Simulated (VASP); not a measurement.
Write the native input for VASP 6.6.1 that does the following.

```yaml
Task: single point
Functional: PBE
Potentials_or_basis: VASP PAW PBE potentials, release 64 (Y_sv, Si, F)
Cutoff: 520 eV
k_mesh: 12 × 12 × 6
Occupations: gaussian, width 0.01 eV
Spin: no spin polarisation
Dipole_correction: no
Further_INCAR_settings: ALGO = Normal; EDIFF = 1e-06; NBANDS = 28
```

The structure of Y2SiF2 lies in POSCAR:

```
Y2SiF2
1.0
    4.0617294846      0.0000000000      0.0000000000
   -2.0308647423      3.5175609170      0.0000000000
    0.0000000000      0.0000000000      6.6110134795
Y Si F
2 1 2
Direct
    0.3333333333      0.6666666667      0.7442606136
    0.6666666667      0.3333333333      0.2557393864
    0.0000000000      0.0000000000      0.5000000000
    0.3333333333      0.6666666667      0.0989262698
    0.6666666667      0.3333333333      0.9010737302
```

The cell was generated, and may not be a known phase.

The input as run:

INCAR

```
PREC = Accurate
ENCUT = 520
EDIFF = 1E-6
ISMEAR = 0
SIGMA = 0.01
LREAL = F
LASPH = T
NELM = 60
ALGO = Normal
ISIF = 2
LWAVE = F
LCHARG = T
GGA = PE
LELF = T
LVHAR = T
NBANDS = 28
```

KPOINTS

```
regular mesh
0
Gamma
  12 12 6
```

Potentials or basis: VASP PAW PBE potentials, release 64 (Y_sv, Si, F).

The run is started by

```sh
$ cat potpaw_PBE.64/Y_sv/POTCAR potpaw_PBE.64/Si/POTCAR potpaw_PBE.64/F/POTCAR > POTCAR
$ mpirun -np 1 vasp_std > vasp.out
```

Results of the run:

The pressure is -0.1 GPa, the largest force is 0.016 eV/Å and the band gap on the k mesh is 0.12 eV (least direct gap 0.64 eV).

Caveat: semilocal functionals underestimate gaps, and a narrow one can read as zero.

Run time: 2.1 min on 1 thread of Intel(R) Xeon(R) 6975P-C (Granite Rapids) (shared host), peak memory 0.38 GiB.
